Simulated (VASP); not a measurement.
A run of VASP 6.6.1 is set up as follows.

INCAR

```
SYSTEM = Si
ALGO = Normal
EDIFF = 1E-6
ENCUT = 520
GGA = PE
ISIF = 2
ISMEAR = 0
LASPH = .True.
LCHARG = .False.
LREAL = .False.
LWAVE = .False.
NBANDS = 23
NELM = 60
PREC = Accurate
SIGMA = 0.1
```

The input KPOINTS:

```
k-points
0
Gamma
  8 8 8
  0 0 0
```

The input POSCAR:

```
Si
1.0
    4.9758711857      0.0000000000      0.0000000000
    0.0000000000      4.9758711857      0.0000000000
    0.0000000000      0.0000000000      4.9758711857
Si
7
Direct
    0.5000000000      0.5000000000      0.0000000000
    0.0000000000      0.5000000000      0.5000000000
    0.5000000000      0.0000000000      0.5000000000
    0.5000000000      0.5000000000      0.5000000000
    0.5000000000      0.0000000000      0.0000000000
    0.0000000000      0.5000000000      0.0000000000
    0.0000000000      0.0000000000      0.5000000000
```

Potentials or basis: VASP PAW PBE potentials, release 64 (Si).

Launch:

```sh
$ cat potpaw_PBE.64/Si/POTCAR > POTCAR
$ mpirun -np 1 vasp_std > vasp.out
```

(1) What does it give for the band gap on the k mesh?

(2) Estimate the pressure.

Results:

(1) zero (band 14 reaches 8.39 eV, above the bottom of band 15 at 5.84 eV).

(2) 0.0 GPa.
